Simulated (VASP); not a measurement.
# TiB (F-43m) in VASP: a series of runs

The runs below take TiB through single point, with LDA.

All numbers are computed with VASP 6.6.1; they aren't measurements. Logs are shortened: lines on timing, memory, paths and dates and some standing lists are left out, and cuts for length are marked.

**1. The cell of the first run**

It takes space group F-43m (No. 216, cubic). Conventional cell: a = 4.174 Å, b = 4.174 Å, c = 4.174 Å, α = 90.00°, β = 90.00°, γ = 90.00°. Ti (site symmetry -43m) has 4 B at 1.81 Å within 2.4 Å. B (site symmetry -43m) has 4 Ti at 1.81 Å within 2.4 Å.

**2. Single point, LDA (volume scaled by 0.98)**

INCAR reads:

```
ALGO = Normal
EDIFF = 1E-6
ENCUT = 520
ISIF = 2
ISMEAR = -1
LASPH = True
LCHARG = False
LREAL = False
LWAVE = False
NBANDS = 14
NELM = 60
PREC = Accurate
SIGMA = 0.05
```

KPOINTS reads:

```
k-points
0
Gamma
  13 13 13
```

POSCAR reads:

```
TiB
1.0
    0.0000000000      2.0868989040      2.0868989040
    2.0868989040      0.0000000000      2.0868989040
    2.0868989040      2.0868989040      0.0000000000
Ti B
1 1
Direct
    0.7500000000      0.7500000000      0.7500000000
    0.0000000000      0.0000000000      0.0000000000
```

Potentials or basis: VASP PAW LDA potentials, release 64 (Ti_sv, B).

Command:

```console
cat potpaw_LDA.64/Ti_sv/POTCAR potpaw_LDA.64/B/POTCAR > POTCAR
mpirun -np 1 vasp_std > vasp.out
```

OUTCAR:

```text
EDIFF = 1E-6
   ENCUT = 520
   ISIF = 2
   ISMEAR = -1
   LASPH = True
   LREAL = False
   NELM = 60
   PREC = Accurate

 ion  position               nearest neighbor table
   1  0.750  0.750  0.750-   2 1.81   2 1.81   2 1.81   2 1.81
   2  0.000  0.000  0.000-   1 1.81   1 1.81   1 1.81   1 1.81

  LATTYP: Found a face centered cubic cell.
 ALAT       =     4.1737978080

  Lattice vectors:

 A1 = (   0.0000000000,   2.0868989040,   2.0868989040)
 A2 = (   2.0868989040,   0.0000000000,   2.0868989040)
 A3 = (   2.0868989040,   2.0868989040,   0.0000000000)

Analysis of symmetry for initial positions (statically):
=====================================================================
 Subroutine PRICEL returns:
 Original cell was already a primitive cell.

 Routine SETGRP: Setting up the symmetry group for a
 face centered cubic supercell.

 Subroutine GETGRP returns: Found 24 space group operations
 (whereof 24 operations were pure point group operations)
 out of a pool of 48 trial point group operations.

The static configuration has the point symmetry T_d .

Analysis of symmetry for dynamics (positions and initial velocities):
=====================================================================
 Subroutine PRICEL returns:
 Original cell was already a primitive cell.

 Routine SETGRP: Setting up the symmetry group for a
 face centered cubic supercell.

 Subroutine GETGRP returns: Found 24 space group operations
 (whereof 24 operations were pure point group operations)
 out of a pool of 48 trial point group operations.

The dynamic configuration has the point symmetry T_d .

 Subroutine INISYM returns: Found 24 space group operations
 (whereof 24 operations are pure point group operations),
 and found     1 'primitive' translations

----------------------------------------------------------------------------------------

                                     Primitive cell

  volume of cell :      18.1775

  direct lattice vectors                    reciprocal lattice vectors
     0.000000000  2.086898904  2.086898904    -0.239589948  0.239589948  0.239589948
     2.086898904  0.000000000  2.086898904     0.239589948 -0.239589948  0.239589948
     2.086898904  2.086898904  0.000000000     0.239589948  0.239589948 -0.239589948

  length of vectors
     2.951320733  2.951320733  2.951320733     0.414981963  0.414981963  0.414981963

  position of ions in fractional coordinates (direct lattice)
     0.750000000  0.750000000  0.750000000
     0.000000000  0.000000000  0.000000000

  ion indices of the primitive-cell ions
   primitive index   ion index
                 1           1
                 2           2

----------------------------------------------------------------------------------------

 KPOINTS: k-points

Automatic generation of k-mesh.
 Grid dimensions read from file:
 generate k-points for:   13   13   13

 Generating k-lattice:

  Cartesian coordinates                     Fractional coordinates (reciprocal lattice)
    -0.018429996  0.018429996  0.018429996     0.076923077  0.000000000  0.000000000
     0.018429996 -0.018429996  0.018429996     0.000000000  0.076923077  0.000000000
     0.018429996  0.018429996 -0.018429996     0.000000000  0.000000000  0.076923077

  Length of vectors
     0.031921689  0.031921689  0.031921689

  Shift w.r.t. Gamma in fractional coordinates (k-lattice)
     0.000000000  0.000000000  0.000000000

 Subroutine IBZKPT returns following result:
 ===========================================

 Found     84 irreducible k-points:

 Following reciprocal coordinates:
            Coordinates               Weight
  0.000000  0.000000  0.000000      1.000000
  0.076923  0.000000  0.000000      8.000000
  0.153846  0.000000  0.000000      8.000000
  0.230769  0.000000  0.000000      8.000000
  0.307692  0.000000  0.000000      8.000000
  0.384615  0.000000  0.000000      8.000000
[... 16 lines left out ...]
  0.384615  0.153846  0.000000     24.000000
  0.461538  0.153846  0.000000     24.000000
 [... further k-points ...]
   k-points           NKPTS =     84   k-points in BZ     NKDIM =     84   number of bands    NBANDS=     14
   number of dos      NEDOS =    301   number of ions     NIONS =      2
   total plane-waves  NPLWV =  13824
   dimension x,y,z NGX =    24 NGY =   24 NGZ =   24
   dimension x,y,z NGXF=    48 NGYF=   48 NGZF=   48
   ions per type =               1   1
   NGX,Y,Z   is equivalent  to a cutoff of  13.52, 13.52, 13.52 a.u.
   NGXF,Y,Z  is equivalent  to a cutoff of  27.04, 27.04, 27.04 a.u.
 SYSTEM =  unknown system
   PREC   = accura    normal or accurate (medium, high low for compatibility)
   ISTART =      0    job   : 0-new  1-cont  2-samecut
   ICHARG =      2    charge: 1-file 2-atom 10-const
   ISPIN  =      1    spin polarized calculation?
   LNONCOLLINEAR =      F non collinear calculations
   LSORBIT =      F    spin-orbit coupling
   LASPH  =      T    aspherical Exc in radial PAW
   ENCUT  =  520.0 eV  38.22 Ry    6.18 a.u.   5.49  5.49  5.49*2*pi/ulx,y,z
   NELM   =     60;   NELMIN=  2; NELMDL= -5     # of ELM steps
   EDIFF  = 0.1E-05   stopping-criterion for ELM
   LREAL  =      F    real-space projection
   EDIFFG = 0.1E-04   stopping-criterion for IOM
   NSW    =      0    number of steps for IOM
   IBRION =     -1    ionic relax: 0-MD 1-quasi-New 2-CG
   NFREE  =      0    steps in history (QN), initial steepest desc. (CG)
   ISIF   =      2    stress and relaxation
   ISYM   =      2    0-nonsym 1-usesym 2-fastsym
   POTIM  = 0.5000    time-step for ionic-motion
   TEBEG  =    0.0;   TEEND  =   0.0 temperature during run
   PSTRESS=    0.0 pullay stress
   NELECT =      15.0000    total number of electrons
   NUPDOWN=      -1.0000    fix difference up-down
   EMIN   =  10.00;   EMAX   =-10.00  energy-range for DOS
   EFERMI =   0.00;   METHOD = LEGACY
   ISMEAR =    -1;   SIGMA  =   0.05  broadening in eV -4-tet -1-fermi 0-gaus
   EFERMI_NEDOS =   21; number of points for ismear=-14 and -15
   IALGO  =     38    algorithm
   IMIX   =      4    mixing-type and parameters
     AMIX     =   0.40;   BMIX     =  1.00
     AMIX_MAG =   1.60;   BMIX_MAG =  1.00
  volume/ion in A,a.u.               =       9.09        61.33
  Fermi-wavevector in a.u.,A,eV,Ry     =   1.535538  2.901746 32.080855  2.357876
  Thomas-Fermi vector in A             =   2.642312
   LORBIT       =      0    0 simple, 1 ext, 2 COOP (PROOUT), +10 PAW based schemes
   GGA     = CA    functional components
   LHFCALC =     F    Hartree Fock is set to
   AEXX    =    0.0000 exact exchange contribution
   IVDW    =     0    specifies the selected vdW correction
   LEPSILON=     F    determine dielectric tensor
   LRPA    =     F    only Hartree local field effects (RPA)
 non-spin polarized calculation
  energy-cutoff  :      520.00
  volume of cell :       18.18
 maximum number of plane-waves:       531
 NGX is ok and might be reduce to    24
   NGX = 11   NGY = 11   NGZ = 11

 number of electron      14.9999996 magnetization

 Free energy of the ion-electron system (eV)
  ---------------------------------------------------
  ext. energy  EPLUGINS =         0.00000000
  ---------------------------------------------------
  free energy    TOTEN  =       -11.75837545 eV

  energy without entropy =      -11.75116038  energy(sigma->0) =      -11.75476791

 E-fermi :   9.3865     XC(G=0): -13.1054

 val. band max:        9.3699988212   @ k =   0.4615   0.3077   0.1538
 cond. band min:       9.3998352167   @ k =   0.3846   0.3077   0.0000
 fundamental gap:      0.0298363955
 Fermi energy:         9.3865221921

 k-point     1 :       0.0000    0.0000    0.0000
  band No.  band energies     occupation
      1     -44.7520      2.00000
      2     -21.2004      2.00000
      3     -21.2004      2.00000
      4     -21.2004      2.00000
      5       0.5261      2.00000
      6       7.4232      2.00000
      7       7.4232      2.00000
      8       7.4232      2.00000
      9      12.6792      0.00000
     10      12.6792      0.00000
     11      21.9976      0.00000
     12      22.3359      0.00000
     13      22.3359      0.00000
     14      22.3359      0.00000

 k-point     2 :       0.0769    0.0000    0.0000
  band No.  band energies     occupation
      1     -44.7445      2.00000
      2     -21.2518      2.00000
      3     -21.2078      2.00000
      4     -21.2078      2.00000
      5       0.6977      2.00000
      6       7.3600      2.00000
      7       7.4997      2.00000
      8       7.4997      2.00000
      9      12.6075      0.00000
     10      12.6075      0.00000
     11      21.8428      0.00000
     12      22.3847      0.00000
     13      22.3847      0.00000
     14      22.3856      0.00000

 k-point     3 :       0.1538    0.0000    0.0000
  band No.  band energies     occupation
      1     -44.7237      2.00000
      2     -21.3926      2.00000
      3     -21.2282      2.00000
      4     -21.2282      2.00000
      5       1.1876      2.00000
      6       7.1983      2.00000
      7       7.6971      2.00000
      8       7.6971      2.00000
      9      12.4700      0.00000
     10      12.4700      0.00000
     11      20.9378      0.00000
     12      22.3901      0.00000
     13      22.3901      0.00000
     14      22.9868      0.00000
[... 324 lines left out ...]
 k-point    23 :       0.3846    0.1538    0.0000
  band No.  band energies     occupation
      1     -44.6369      2.00000
      2     -21.8331      2.00000
      3     -21.3753      2.00000
      4     -21.3662      2.00000
      5       3.4704      2.00000
      6       6.5661      2.00000
      7       8.1981      2.00000
      8       8.6235      2.00000
      9      12.0050      0.00000
     10      13.5501      0.00000
     11      16.9884      0.00000
     12      19.6235      0.00000
     13      21.0262      0.00000
     14      23.7716      0.00000

 k-point    24 :       0.4615    0.1538    0.0000
  band No.  band energies     occupation
      1     -44.6163      2.00000
      2     -21.9478      2.00000
      3     -21.4174      2.00000
      4     -21.3748      2.00000
      5       4.1130      2.00000
      6       6.6347      2.00000
      7       8.1256      2.00000
      8       8.6533      2.00000
      9      12.7774      0.00000
     10      13.7264      0.00000
     11      15.5625      0.00000
     12      19.1540      0.00000
     13      20.1993      0.00000
     14      23.1601      0.00000

 [... further k-points ...]
[... 5 lines left out ...]
  --------------------------------------------------------------------------------------
  -------------------------------------------------------------------------------------
  Total       12.9482885     12.9482885     12.9482885      0.0000000      0.0000000     -0.0000000
  in kB     1141.2708416   1141.2708416   1141.2708416      0.0000000      0.0000000     -0.0000000
  external PRESSURE =    1141.2708416 kB  Pullay stress =       0.0000000 kB

 VOLUME and BASIS-vectors are now :
 -----------------------------------------------------------------------------
  energy-cutoff  :      520.00
  volume of cell :       18.18
      direct lattice vectors                 reciprocal lattice vectors
     0.000000000  2.086898904  2.086898904    -0.239589948  0.239589948  0.239589948
     2.086898904  0.000000000  2.086898904     0.239589948 -0.239589948  0.239589948
     2.086898904  2.086898904  0.000000000     0.239589948  0.239589948 -0.239589948

 POSITION                                       TOTAL-FORCE (eV/Angst)
 -----------------------------------------------------------------------------------
      3.13035      3.13035      3.13035         0.000000      0.000000      0.000000
      0.00000      0.00000      0.00000        -0.000000     -0.000000     -0.000000
 -----------------------------------------------------------------------------------
    total drift:                                0.000001      0.000001      0.000001

  FREE ENERGIE OF THE ION-ELECTRON SYSTEM (eV)
  ---------------------------------------------------
  free  energy   TOTEN  =       -11.7583754481 eV

  energy  without entropy=      -11.7511603789  energy(sigma->0) =      -11.75476791
```

Wall time 13 s (1 thread of AMD EPYC 9R45 (Zen 5), shared host); peak memory 0.11 GiB.

Results:

| Item | Value |
| --- | --- |
| Free energy | -11.7584 eV |
| Pressure | 114.1 GPa |

(Continued in part 2 of 3.)
